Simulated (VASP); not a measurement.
Wanted: the native input for a VASP 6.6.1 run.

- Task: single point
- Functional: PBEsol
- Potentials or basis: VASP PAW PBE potentials, release 64 (Sn_d)
- Cutoff: 520 eV
- k mesh: 16 × 16 × 16
- Occupations: gaussian, width 0.15 eV
- Spin: no spin polarisation
- Dipole correction: no
- Further INCAR settings: ALGO = Fast; EDIFF = 1e-07; NBANDS = 21

The structure of Sn lies in POSCAR:

```
Sn
1.0
    0.0000000000      3.2707792804      3.2707792804
    3.4179643480      0.0000000000      3.2707792804
    3.4179643480      3.2707792804      0.0000000000
Sn
2
Direct
    0.5000000000      0.5000000000      0.5000000000
    0.7500000000      0.7500000000      0.7500000000
```

This cell differs from its parent crystal: strain +0.0450 x Voigt [1, 0, 0, 0, 0, 0].

One way to write it, as run:

INCAR

```
ALGO = Fast ; EDIFF = 1E-7
ENCUT = 520 ; GGA = PS
ISIF = 2 ; ISMEAR = 0
LASPH = True ; LCHARG = False
LREAL = False ; LWAVE = False
NBANDS = 21 ; NELM = 100
PREC = Accurate ; SIGMA = 0.15
```

KPOINTS

```
k-points
0
Gamma
  16 16 16
```

Potentials or basis: VASP PAW PBE potentials, release 64 (Sn_d).

Run with:

```sh
$ cat potpaw_PBE.64/Sn_d/POTCAR > POTCAR
$ mpirun -np 1 vasp_std > vasp.out
```

Results of the run:

* Pressure: -1.7 GPa
* Band gap on the k mesh: zero (band 14 reaches 4.98 eV, above the bottom of band 15 at 4.59 eV)

Caveat: the cell differs from its parent crystal (strain +0.0450 x Voigt [1, 0, 0, 0, 0, 0]); the PAW data sets were made with another functional, which shifts forces and pressure a little; spin-orbit coupling is left out, which moves the levels of the heavy elements.

It took 3.4 min on 1 thread of Intel(R) Xeon(R) 6975P-C (Granite Rapids) (shared host), peak memory 0.52 GiB.
